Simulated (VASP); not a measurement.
# ZnS (scanso) (P6_3mc) in VASP: single point with r2SCAN

Aim: the single point of ZnS (scanso) with r2SCAN.

Program: VASP 6.6.1. These are calculated values, not measurements. Logs are shortened: lines on timing, memory, paths and dates and some standing lists are left out, and cuts for length are marked.

## (1) The cell of the first run

The structure is hexagonal, space group P6_3mc (No. 186). Conventional cell: a = 3.807 Å, b = 3.807 Å, c = 6.246 Å, α = 90.00°, β = 90.00°, γ = 120.00°. Zn (site symmetry 3m) has 4 S at 2.33 to 2.34 Å within 3.1 Å. S (site symmetry 3m) has 4 Zn at 2.33 to 2.34 Å within 3.1 Å.

## (2) Single point, r2SCAN, non-collinear spin, zero start, spin-orbit coupling

Input file POSCAR:

```
ZnS
1.0
    3.8074180658      0.0000000000      0.0000000000
   -1.9037090329      3.2973207678      0.0000000000
    0.0000000000      0.0000000000      6.2459874042
Zn S
2 2
Direct
    0.3333333333      0.6666666667      0.0003473313
    0.6666666667      0.3333333333      0.5003473313
    0.3333333333      0.6666666667      0.3746526687
    0.6666666667      0.3333333333      0.8746526687
```

Input file INCAR.step1:

```
PREC = Accurate
ENCUT = 520
ISMEAR = 0
SIGMA = 0.01
LREAL = F
LASPH = T
NELM = 150
MAGMOM = 0 0 0 0 0 0 0 0 0 0 0 0
LSORBIT = T
GGA_COMPAT = F
NBANDS = 50
GGA = PE
ALGO = Normal
EDIFF = 1E-4
LWAVE = T
LCHARG = F
```

Input file INCAR.step2:

```
PREC = Accurate
ENCUT = 520
EDIFF = 1E-6
ISMEAR = 0
SIGMA = 0.01
LREAL = F
LASPH = T
NELM = 150
ALGO = Normal
ISIF = 2
LWAVE = F
LCHARG = F
MAGMOM = 0 0 0 0 0 0 0 0 0 0 0 0
LORBIT = 11
LSORBIT = T
GGA_COMPAT = F
LORBMOM = T
METAGGA = R2SCAN
LMIXTAU = T
NBANDS = 50
ISTART = 1
```

Input file KPOINTS:

```
Automatic mesh
0
Gamma
  6 6 4
```

Potentials or basis: VASP PAW PBE potentials, release 64 (Zn, S).

Started as:

```bash
> cat potpaw_PBE.64/Zn/POTCAR potpaw_PBE.64/S/POTCAR > POTCAR
> cp INCAR.step1 INCAR
> mpirun -np 1 vasp_ncl > vasp.out
> cp INCAR.step2 INCAR
> mpirun -np 1 vasp_ncl > vasp.out
```

OUTCAR:

```text
PREC = Accurate
   ENCUT = 520
   EDIFF = 1E-6
   ISMEAR = 0
   LREAL = F
   LASPH = T
   NELM = 150
   ISIF = 2
   LORBIT = 11
   LSORBIT = T
   METAGGA = R2SCAN
   ISTART = 1

 ion  position               nearest neighbor table
   1  0.333  0.667  0.000-   4 2.33   4 2.33   4 2.33   3 2.34
   2  0.667  0.333  0.500-   3 2.33   3 2.33   3 2.33   4 2.34
   3  0.333  0.667  0.375-   2 2.33   2 2.33   2 2.33   1 2.34
   4  0.667  0.333  0.875-   1 2.33   1 2.33   1 2.33   2 2.34

  LATTYP: Found a hexagonal cell.
 ALAT       =     3.8074180658
 C/A-ratio  =     1.6404784808

  Lattice vectors:

 A1 = (   3.8074180658,   0.0000000000,   0.0000000000)
 A2 = (  -1.9037090329,   3.2973207678,   0.0000000000)
 A3 = (   0.0000000000,   0.0000000000,   6.2459874042)

Analysis of symmetry for initial positions (statically):
=====================================================================
 Subroutine PRICEL returns:
 Original cell was already a primitive cell.

 Routine SETGRP: Setting up the symmetry group for a
 hexagonal supercell.

 Subroutine GETGRP returns: Found 12 space group operations
 (whereof  6 operations were pure point group operations)
 out of a pool of 24 trial point group operations.

The static configuration has the point symmetry C_3v.
 The point group associated with its full space group is C_6v.

Analysis of symmetry for dynamics (positions and initial velocities):
=====================================================================
 Subroutine PRICEL returns:
 Original cell was already a primitive cell.

 Routine SETGRP: Setting up the symmetry group for a
 hexagonal supercell.

 Subroutine GETGRP returns: Found 12 space group operations
 (whereof  6 operations were pure point group operations)
 out of a pool of 24 trial point group operations.

The dynamic configuration has the point symmetry C_3v.
 The point group associated with its full space group is C_6v.

Analysis of structural, dynamic, and magnetic symmetry:
=====================================================================
 Subroutine PRICEL returns:
 Original cell was already a primitive cell.

 Routine SETGRP: Setting up the symmetry group for a
 hexagonal supercell.

 Subroutine GETGRP returns: Found 12 space group operations
 (whereof  6 operations were pure point group operations)
 out of a pool of 24 trial point group operations.

The overall configuration has the point symmetry C_3v.
 The point group associated with its full space group is C_6v.

 Subroutine INISYM returns: Found 12 space group operations
 (whereof  6 operations are pure point group operations),
 and found     1 'primitive' translations

----------------------------------------------------------------------------------------

                                     Primitive cell

  volume of cell :      78.4139

  direct lattice vectors                    reciprocal lattice vectors
     3.807418066  0.000000000  0.000000000     0.262645179  0.151638265  0.000000000
    -1.903709033  3.297320768  0.000000000     0.000000000  0.303276530  0.000000000
     0.000000000  0.000000000  6.245987404     0.000000000  0.000000000  0.160102788

  length of vectors
     3.807418066  3.807418066  6.245987404     0.303276530  0.303276530  0.160102788

  position of ions in fractional coordinates (direct lattice)
     0.333333333  0.666666667  0.000347331
     0.666666667  0.333333333  0.500347331
     0.333333333  0.666666667  0.374652669
     0.666666667  0.333333333  0.874652669

  ion indices of the primitive-cell ions
   primitive index   ion index
                 1           1
                 2           2
                 3           3
                 4           4

----------------------------------------------------------------------------------------

 KPOINTS: Automatic mesh

Automatic generation of k-mesh.
 Grid dimensions read from file:
 generate k-points for:    6    6    4

 Generating k-lattice:

  Cartesian coordinates                     Fractional coordinates (reciprocal lattice)
     0.043774197  0.025273044  0.000000000     0.166666667 -0.000000000  0.000000000
     0.000000000  0.050546088  0.000000000     0.000000000  0.166666667  0.000000000
     0.000000000  0.000000000  0.040025697     0.000000000  0.000000000  0.250000000

  Length of vectors
     0.050546088  0.050546088  0.040025697

  Shift w.r.t. Gamma in fractional coordinates (k-lattice)
     0.000000000  0.000000000  0.000000000

 Subroutine IBZKPT returns following result:
 ===========================================

 Found     28 irreducible k-points:

 Following reciprocal coordinates:
[... 59 lines left out ...]
   ISMEAR =     0;   SIGMA  =   0.01  broadening in eV -4-tet -1-fermi 0-gaus
   EFERMI_NEDOS =   21; number of points for ismear=-14 and -15
   IALGO  =     38    algorithm
   IMIX   =      4    mixing-type and parameters
     AMIX     =   0.40;   BMIX     =  1.00
     AMIX_MAG =   1.60;   BMIX_MAG =  1.00
  volume/ion in A,a.u.               =      19.60       132.29
  Fermi-wavevector in a.u.,A,eV,Ry     =   1.262926  2.386585 21.701062  1.594983
  Thomas-Fermi vector in A             =   2.396310
   LORBIT       =     11    0 simple, 1 ext, 2 COOP (PROOUT), +10 PAW based schemes
   METAGGA = R2SCAN    functional components
   LHFCALC =     F    Hartree Fock is set to
   AEXX    =    0.0000 exact exchange contribution
   IVDW    =     0    specifies the selected vdW correction
   LEPSILON=     F    determine dielectric tensor
   LRPA    =     F    only Hartree local field effects (RPA)
 Gauss-broadening in eV      SIGMA  =   0.01
  energy-cutoff  :      520.00
  volume of cell :       78.41
 maximum number of plane-waves:      4260
   NGX = 15   NGY = 15   NGZ = 23

 number of electron      35.9999979 magnetization       0.0000000     -0.0000000      0.0000000

 number of electron      35.9999979 magnetization      -0.0000000      0.0000000     -0.0000000

 Free energy of the ion-electron system (eV)
  ---------------------------------------------------
  ext. energy  EPLUGINS =         0.00000000
  ---------------------------------------------------
  free energy    TOTEN  =       -37.72941810 eV

  energy without entropy =      -37.72941810  energy(sigma->0) =      -37.72941810

 E-fermi :   2.0202     XC(G=0): -10.3087

 val. band max:        1.9294660024   @ k =   0.0000   0.0000   0.0000
 cond. band min:       4.6947388075   @ k =   0.0000   0.0000   0.0000
 fundamental gap:      2.7652728051
 Fermi energy:         2.0202285192

 k-point     1 :       0.0000    0.0000    0.0000
  band No.  band energies     occupation
      1     -11.8361      1.00000
      2     -11.8361      1.00000
      3     -10.8766      1.00000
      4     -10.8766      1.00000
      5      -4.7208      1.00000
      6      -4.7208      1.00000
[... 1213 lines left out ...]
     47      11.0114      0.00000
     48      11.0125      0.00000

 [... further k-points ...]

 [bands above 48 left out]

------------------------ aborting loop because EDIFF is reached ----------------------------------------

  FORCE on cell =-STRESS in cart. coord.  units (eV):
  Direction    XX          YY          ZZ          XY          YZ          ZX
  --------------------------------------------------------------------------------------
  -------------------------------------------------------------------------------------
  Total       -0.0125939     -0.0125939     -0.0293432      0.0000000      0.0000000      0.0000000
  in kB       -0.2573226     -0.2573226     -0.5995491      0.0000000      0.0000000      0.0000000
  external PRESSURE =      -0.3713981 kB  Pullay stress =       0.0000000 kB

 VOLUME and BASIS-vectors are now :
 -----------------------------------------------------------------------------
  energy-cutoff  :      520.00
  volume of cell :       78.41
      direct lattice vectors                 reciprocal lattice vectors
     3.807418066  0.000000000  0.000000000     0.262645179  0.151638265  0.000000000
    -1.903709033  3.297320768  0.000000000     0.000000000  0.303276530  0.000000000
     0.000000000  0.000000000  6.245987404     0.000000000  0.000000000  0.160102788

 POSITION                                       TOTAL-FORCE (eV/Angst)
 -----------------------------------------------------------------------------------
     -0.00000      2.19821      0.00217        -0.000000      0.000000     -0.003500
      1.90371      1.09911      3.12516         0.000000     -0.000000     -0.003500
     -0.00000      2.19821      2.34008         0.000000      0.000000      0.003500
      1.90371      1.09911      5.46307         0.000000      0.000000      0.003500
 -----------------------------------------------------------------------------------
    total drift:                               -0.000000      0.000000     -0.017307

  FREE ENERGIE OF THE ION-ELECTRON SYSTEM (eV)
  ---------------------------------------------------
  free  energy   TOTEN  =       -37.7294180962 eV

  energy  without entropy=      -37.7294180962  energy(sigma->0) =      -37.72941810

 orbital moment (x)

 # of ion     p       d       tot
 ----------------------------------------
  1         0.000  -0.000  -0.000
  2         0.000   0.000   0.000
  3        -0.000   0.000  -0.000
  4         0.000   0.000   0.000
 ----------------------------------------
           -0.000  -0.000  -0.000

 orbital moment (y)

 # of ion     p       d       tot
 ----------------------------------------
  1        -0.000  -0.000  -0.000
  2         0.000  -0.000  -0.000
  3         0.000   0.000   0.000
  4         0.000   0.000   0.000
 ----------------------------------------
            0.000  -0.000  -0.000

 orbital moment (z)

 # of ion     p       d       tot
 ----------------------------------------
  1        -0.000   0.000   0.000
  2         0.000  -0.000  -0.000
  3         0.000   0.000   0.000
  4         0.000   0.000   0.000
 ----------------------------------------
            0.000  -0.000  -0.000

 Spin-Orbit-Coupling matrix elements

 Ion:    1  E_soc:     -0.0079676
 l=   1
     0.0000000    -0.0003744    -0.0003768
    -0.0003744     0.0000000    -0.0003744
    -0.0003768    -0.0003744     0.0000000
 l=   2
     0.0000000    -0.0001894     0.0000000    -0.0001894    -0.0007663
    -0.0001894     0.0000000    -0.0005735    -0.0001874    -0.0001894
     0.0000000    -0.0005735     0.0000000    -0.0005735     0.0000000
    -0.0001894    -0.0001874    -0.0005735     0.0000000    -0.0001894
    -0.0007663    -0.0001894     0.0000000    -0.0001894     0.0000000
 l=   3
     0.0000000     0.0000000     0.0000000     0.0000000     0.0000000     0.0000000     0.0000000
     0.0000000     0.0000000     0.0000000     0.0000000     0.0000000     0.0000000     0.0000000
     0.0000000     0.0000000     0.0000000     0.0000000     0.0000000     0.0000000     0.0000000
     0.0000000     0.0000000     0.0000000     0.0000000     0.0000000     0.0000000     0.0000000
[... 49 lines left out ...]
 l=   2
     0.0000000     0.0000000     0.0000000     0.0000000     0.0000000
     0.0000000     0.0000000     0.0000000     0.0000000     0.0000000
     0.0000000     0.0000000     0.0000000     0.0000000     0.0000000
     0.0000000     0.0000000     0.0000000     0.0000000     0.0000000
     0.0000000     0.0000000     0.0000000     0.0000000     0.0000000
 l=   3
     0.0000000     0.0000000     0.0000000     0.0000000     0.0000000     0.0000000     0.0000000
     0.0000000     0.0000000     0.0000000     0.0000000     0.0000000     0.0000000     0.0000000
     0.0000000     0.0000000     0.0000000     0.0000000     0.0000000     0.0000000     0.0000000
     0.0000000     0.0000000     0.0000000     0.0000000     0.0000000     0.0000000     0.0000000
     0.0000000     0.0000000     0.0000000     0.0000000     0.0000000     0.0000000     0.0000000
     0.0000000     0.0000000     0.0000000     0.0000000     0.0000000     0.0000000     0.0000000
     0.0000000     0.0000000     0.0000000     0.0000000     0.0000000     0.0000000     0.0000000

 total charge

# of ion       s       p       d       tot
------------------------------------------
    1        0.500   0.479   9.819  10.798
    2        0.500   0.479   9.819  10.798
    3        1.302   2.471   0.000   3.773
    4        1.302   2.471   0.000   3.773
--------------------------------------------------
tot          3.605   5.898  19.638  29.141

 magnetization (x)

# of ion       s       p       d       tot
------------------------------------------
    1       -0.000  -0.000  -0.000  -0.000
    2        0.000   0.000   0.000   0.000
    3        0.000   0.000   0.000   0.000
    4        0.000  -0.000   0.000  -0.000
--------------------------------------------------
tot         -0.000  -0.000  -0.000  -0.000

 magnetization (y)

# of ion       s       p       d       tot
------------------------------------------
    1        0.000   0.000   0.000   0.000
    2        0.000  -0.000   0.000   0.000
    3        0.000   0.000   0.000   0.000
    4        0.000   0.000   0.000   0.000
--------------------------------------------------
tot          0.000   0.000   0.000   0.000

 magnetization (z)

# of ion       s       p       d       tot
------------------------------------------
    1        0.000  -0.000   0.000   0.000
    2       -0.000  -0.000   0.000  -0.000
    3       -0.000  -0.000   0.000  -0.000
    4       -0.000  -0.000   0.000  -0.000
--------------------------------------------------
tot         -0.000  -0.000   0.000  -0.000
```

Wall time 13 min (1 thread of Intel Xeon Platinum 8488C (Sapphire Rapids), shared host); peak memory 0.49 GiB.

Results:

```
Free energy                                           : -37.7294 eV
Pressure                                              : 0.0 GPa
Largest force                                         : 0.004 eV/Å
Net moment                                            : 0.00 μB per cell
Valence electrons inside the program's atomic spheres : Zn 10.80; S 3.77
```

Forces on the atoms (eV/Å):
```
Zn   0.000  0.000 -0.004
Zn   0.000  0.000 -0.004
S    0.000  0.000  0.004
S    0.000  0.000  0.004
```

Moments on the atoms (μB; x, y, z):
```
Zn  0.00 0.00 0.00
Zn  0.00 0.00 0.00
S   0.00 0.00 0.00
S   0.00 0.00 0.00
```

Caveat: the PAW data sets were made with another functional, which shifts forces and pressure a little.
